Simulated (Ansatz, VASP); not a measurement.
**Hg: VASP beside Ansatz**

```
Hg
1.0
     3.11473    1.79829    3.80350
    -3.11473    1.79829    3.80350
     0.00000   -3.59658    3.80350
Hg
1
Direct
  0.00000 0.00000 0.00000
```

Alike in both runs: functional BLYP; k mesh 11 × 11 × 11; occupations fermi-dirac, width 0.1 eV; no spin polarisation.

Ansatz relaxed the structure, and its values are those at the end. VASP's run is a single point on that final structure, the one shown.

|  | VASP | Ansatz |
| --- | --- | --- |
| version | VASP 6.6.1 | Ansatz 0.2.0 |
| potentials or method | VASP PAW PBE potentials, release 64 (Hg), cutoff 520 eV | plane waves (420 eV) with PAW, scalar-relativistic |
| valence electrons in the cell | 12 | 20 |

|  | VASP | Ansatz | Ansatz less VASP |
| --- | --- | --- | --- |
| pressure (GPa) | 0.0 | 0.0 | +0.02 |

VASP's potentials were made for PBE, not for BLYP. The functional is the same, so the differences come from potentials, cutoffs and numerics. VASP's potentials hold 12 valence electrons a cell and Ansatz's 20, so a difference there can come from the potentials and not from the codes.

Neither program's run includes spin-orbit coupling.
